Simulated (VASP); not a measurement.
# NiO (P-6m2) in VASP: single point with B3LYP

Aim: the single point of NiO with B3LYP.

Program: VASP 6.6.1. These are calculated values, not measurements. Logs are shortened: lines on timing, memory, paths and dates and some standing lists are left out, and cuts for length are marked.

### Step 1. The cell of the first run

The structure is hexagonal, space group P-6m2 (No. 187). Conventional cell: a = 2.867 Å, b = 2.867 Å, c = 2.714 Å, α = 90.00°, β = 90.00°, γ = 120.00°. Within 2.9 Å of Ni (site symmetry -6m2) lie 6 O at 2.14 Å and 8 Ni at 2.71 to 2.87 Å. O (site symmetry -6m2) has 6 Ni at 2.14 Å and 8 O at 2.71 to 2.87 Å within 2.9 Å.

### Step 2. Single point, B3LYP, collinear spin, ferromagnetic start

The input, POSCAR:

```
NiO
1.0
    2.8666294381     -0.0000000030      0.0000000000
   -1.4333147165      2.4825739181      0.0000000000
    0.0000000000      0.0000000000      2.7143467968
Ni O
1 1
Direct
    0.0000000000      0.0000000000      0.0000000000
    0.6666666667      0.3333333333      0.5000000000
```

The input, INCAR.step1:

```
SYSTEM = NiO
ALGO = Normal ; EDIFF = 1E-5
ENCUT = 520 ; GGA = PE
ISIF = 2 ; ISMEAR = -1
ISPIN = 2 ; LASPH = .True.
LCHARG = .False. ; LMAXMIX = 4
LORBIT = 11 ; LREAL = .False.
LWAVE = .True. ; MAGMOM = 1 0
NBANDS = 19 ; NELM = 150
PREC = Accurate ; SIGMA = 0.05
```

The input, INCAR.step2:

```
SYSTEM = NiO
AEXX = 0.2 ; AGGAC = 0.81
AGGAX = 0.72 ; ALDAC = 0.19
ALGO = Normal ; EDIFF = 1E-6
ENCUT = 520 ; GGA = B3
ISIF = 2 ; ISMEAR = -1
ISPIN = 2 ; ISTART = 1
LASPH = .True. ; LCHARG = .False.
LHFCALC = .True. ; LMAXMIX = 4
LORBIT = 11 ; LREAL = .False.
LWAVE = .False. ; MAGMOM = 1 0
NBANDS = 19 ; NELM = 150
PREC = Accurate ; PRECFOCK = Normal
SIGMA = 0.05
```

The input, KPOINTS:

```
k-points
0
Gamma
  6 6 5
  0 0 0
```

Potentials or basis: VASP PAW PBE potentials, release 64 (Ni, O).

Command:

```
> cat potpaw_PBE.64/Ni/POTCAR potpaw_PBE.64/O/POTCAR > POTCAR
> cp INCAR.step1 INCAR
> mpirun -np 1 vasp_std > vasp.out
> cp INCAR.step2 INCAR
> mpirun -np 1 vasp_std > vasp.out
```

OUTCAR:

```text
SYSTEM = NiO
   AEXX = 0.2
   EDIFF = 1E-6
   ENCUT = 520
   GGA = B3
   ISIF = 2
   ISMEAR = -1
   ISPIN = 2
   ISTART = 1
   LASPH = .True.
   LHFCALC = .True.
   LORBIT = 11
   LREAL = .False.
   NELM = 150
   PREC = Accurate
   PRECFOCK = Normal

 ion  position               nearest neighbor table
   1  0.000  0.000  0.000-   2 2.14   2 2.14   2 2.14   2 2.14   2 2.14   2 2.14
   2  0.667  0.333  0.500-   1 2.14   1 2.14   1 2.14   1 2.14   1 2.14   1 2.14

  LATTYP: Found a hexagonal cell.
 ALAT       =     2.8666294381
 C/A-ratio  =     0.9468774585

  Lattice vectors:

 A1 = (   2.8666294381,  -0.0000000030,   0.0000000000)
 A2 = (  -1.4333147165,   2.4825739181,   0.0000000000)
 A3 = (   0.0000000000,   0.0000000000,   2.7143467968)

Analysis of symmetry for initial positions (statically):
=====================================================================
 Subroutine PRICEL returns:
 Original cell was already a primitive cell.

 Routine SETGRP: Setting up the symmetry group for a
 hexagonal supercell.

 Subroutine GETGRP returns: Found 12 space group operations
 (whereof 12 operations were pure point group operations)
 out of a pool of 24 trial point group operations.

The static configuration has the point symmetry D_3h.

Analysis of symmetry for dynamics (positions and initial velocities):
=====================================================================
 Subroutine PRICEL returns:
 Original cell was already a primitive cell.

 Routine SETGRP: Setting up the symmetry group for a
 hexagonal supercell.

 Subroutine GETGRP returns: Found 12 space group operations
 (whereof 12 operations were pure point group operations)
 out of a pool of 24 trial point group operations.

The dynamic configuration has the point symmetry D_3h.

Analysis of structural, dynamic, and magnetic symmetry:
=====================================================================
 Subroutine PRICEL returns:
 Original cell was already a primitive cell.

 Routine SETGRP: Setting up the symmetry group for a
 hexagonal supercell.

 Subroutine GETGRP returns: Found 12 space group operations
 (whereof 12 operations were pure point group operations)
 out of a pool of 24 trial point group operations.

The overall configuration has the point symmetry D_3h.

 Subroutine INISYM returns: Found 12 space group operations
 (whereof 12 operations are pure point group operations),
[... 120 lines left out ...]
   ENCUT4O =  -1.0   cutoff for four orbital integrals eV
   NKREDX  =     1    reduce k-point grid by
   NKREDY  =     1    reduce k-point grid by
   NKREDZ  =     1    reduce k-point grid by
   AEXX    =    0.2000 exact exchange contribution
   HFSCREEN=    0.0000 screening length (either q_TF or 0.3 A-1)
   HFSCREENC=   0.0000 screening length for correlation (either q_TF or 0.3 A-1)
   ENCUTFOCK=  -1.0 apply spherical cutoff to Coloumb kernel
   IVDW    =     0    specifies the selected vdW correction
   LEPSILON=     F    determine dielectric tensor
   LRPA    =     F    only Hartree local field effects (RPA)
 spin polarized calculation
  energy-cutoff  :      520.00
  volume of cell :       19.32
 maximum number of plane-waves:       538
 NGX is ok and might be reduce to    24
  NGX = 16; NGY = 16; NGZ = 16

 number of electron      15.9999994 magnetization       1.9999404

 Free energy of the ion-electron system (eV)
  ---------------------------------------------------
  ext. energy  EPLUGINS =         0.00000000
  ---------------------------------------------------
  free energy    TOTEN  =       -14.54290248 eV

  energy without entropy =      -14.54290247  energy(sigma->0) =      -14.54290248

 E-fermi :   7.1700     XC(G=0):  -9.8663

 val. band max:        6.3236854169   @ k =   0.0000   0.0000   0.0000
 cond. band min:       8.0173816934   @ k =   0.3333   0.3333   0.0000
 fundamental gap:      1.6936962765
 Fermi energy:         7.1700474670

 spin component 1

 k-point     1 :       0.0000    0.0000    0.0000
  band No.  band energies     occupation
      1     -14.8592      1.00000
      2       0.5312      1.00000
      3       0.9693      1.00000
      4       0.9693      1.00000
      5       1.1290      1.00000
      6       1.1290      1.00000
[... 438 lines left out ...]
      5       1.4785      1.00000
      6       2.2949      1.00000
[... 11 lines left out ...]
     18      40.8371      0.00000
     19      43.5051      0.00000
 Fermi energy:         7.1700474670

 spin component 2

 k-point     1 :       0.0000    0.0000    0.0000
  band No.  band energies     occupation
      1     -14.2233      1.00000
      2       1.3844      1.00000
      3       2.0316      1.00000
      4       2.0316      1.00000
      5       4.0135      1.00000
      6       6.3237      1.00000
[... 439 lines left out ...]
      6       3.6146      1.00000
[... 11 lines left out ...]
     18      41.2956      0.00000
     19      43.7033      0.00000

------------------------ aborting loop because EDIFF is reached ----------------------------------------

  FORCE on cell =-STRESS in cart. coord.  units (eV):
  Direction    XX          YY          ZZ          XY          YZ          ZX
  --------------------------------------------------------------------------------------
  -------------------------------------------------------------------------------------
  Total       -0.0009318     -0.0009318     -0.0039737      0.0000000     -0.0000000      0.0000000
  in kB       -0.0772875     -0.0772875     -0.3295872      0.0000000     -0.0000000      0.0000000
  external PRESSURE =      -0.1613874 kB  Pullay stress =       0.0000000 kB

 VOLUME and BASIS-vectors are now :
 -----------------------------------------------------------------------------
  energy-cutoff  :      520.00
  volume of cell :       19.32
      direct lattice vectors                 reciprocal lattice vectors
     2.866629438 -0.000000003  0.000000000     0.348841740  0.201403872  0.000000000
    -1.433314716  2.482573918  0.000000000     0.000000000  0.402807745  0.000000000
     0.000000000  0.000000000  2.714346797     0.000000000  0.000000000  0.368412762

 POSITION                                       TOTAL-FORCE (eV/Angst)
 -----------------------------------------------------------------------------------
      0.00000      0.00000      0.00000        -0.000000      0.000000      0.000000
      1.43331      0.82752      1.35717         0.000000     -0.000000      0.000000
 -----------------------------------------------------------------------------------
    total drift:                               -0.000000     -0.000001      0.000000

  FREE ENERGIE OF THE ION-ELECTRON SYSTEM (eV)
  ---------------------------------------------------
  free  energy   TOTEN  =       -14.5429024757 eV

  energy  without entropy=      -14.5429024747  energy(sigma->0) =      -14.54290248

 total charge

# of ion       s       p       d       tot
------------------------------------------
    1        0.315   0.390   8.140   8.845
    2        1.553   3.461   0.000   5.014
--------------------------------------------------
tot          1.868   3.850   8.140  13.858

 magnetization (x)

# of ion       s       p       d       tot
------------------------------------------
    1       -0.002  -0.001   1.665   1.662
    2        0.023   0.280   0.000   0.303
--------------------------------------------------
tot          0.021   0.279   1.665   1.965
```

Wall time 38 min (1 thread of Oxide Virtual Turin-like, shared host); peak memory 0.13 GiB.

Results:

```
Free energy                                           : -14.5429 eV
Pressure                                              : 0.0 GPa
Band gap on the k mesh                                : 1.69 eV (least direct gap 2.20 eV)
Net moment                                            : 2.00 μB per cell
Site moments                                          : Ni +1.66; O +0.30 μB
Valence electrons inside the program's atomic spheres : Ni 8.85; O 5.01
```

Levels at points of the mesh, in eV from the valence-band top:
Spin up:
```
           k point  band 6  band 7  band 8  band 9  band 10  band 11  band 12  band 13
(0.00, 0.00, 0.00)   -5.19   -3.16   -1.23   -1.23     2.56    17.13    17.89    17.89
(0.50, 0.00, 0.00)   -4.18   -3.30   -2.84   -1.20     7.65    10.64    17.28    19.16
```
Spin down:
```tsv
k point	band 3	band 4	band 5	band 6	band 7	band 8	band 9	band 10	band 11	band 12
(0.00, 0.00, 0.00)	-4.29	-4.29	-2.31	0.00	0.00	2.20	2.20	2.96	17.26	18.22
(0.50, 0.00, 0.00)	-4.33	-3.19	-3.15	-2.02	-1.55	2.05	3.73	7.94	11.34	17.49
```

Caveat: the k points lie up to 0.46 Å⁻¹ apart; the PAW data sets were made with another functional, which shifts forces and pressure a little; a cell with one magnetic atom can't hold antiferromagnetic order, which such compounds often take. A k mesh can miss the band edges.
